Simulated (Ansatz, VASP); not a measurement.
**One calculation of Ti2NbC3, two programs**

```
CELL_PARAMETERS angstrom
5.24535 0.00000 0.00000
-2.62267 4.54260 0.00000
0.00000 0.00000 2.91368
ATOMIC_POSITIONS crystal
Ti 0.66667 0.33333 0.00000
Ti 0.33333 0.66667 0.00000
Nb 0.00000 0.00000 0.00000
C 0.50000 0.00000 0.50000
C 0.50000 0.50000 0.50000
C 0.00000 0.50000 0.50000
```

Change from the starting cell: species swapped into the CeAl3Pd2 type (P6/mmm, No. 191).

Alike in both runs: functional PBE; k mesh 6 × 6 × 6; occupations gaussian, width 0.1 eV; no spin polarisation.

Ansatz relaxed the structure, and its values are those at the end. VASP's run is a single point on that final structure, the one shown.

|  | VASP | Ansatz |
| --- | --- | --- |
| version | VASP 6.6.1 | Ansatz 0.2.0 |
| potentials or method | VASP PAW PBE potentials, release 64 (Ti_sv, Nb_sv, C), cutoff 520 eV | scalar-relativistic, plane waves, PAW |
| valence electrons in the cell | 49 | 49 |

|  | VASP | Ansatz | Ansatz less VASP |
| --- | --- | --- | --- |
| gap on the k mesh at the Fermi level (eV) | none | none | - |
| pressure (GPa) | 0.0 | 0.0 | 0.00 |

A gap of «none» marks a metal or a gap that the smearing closes.
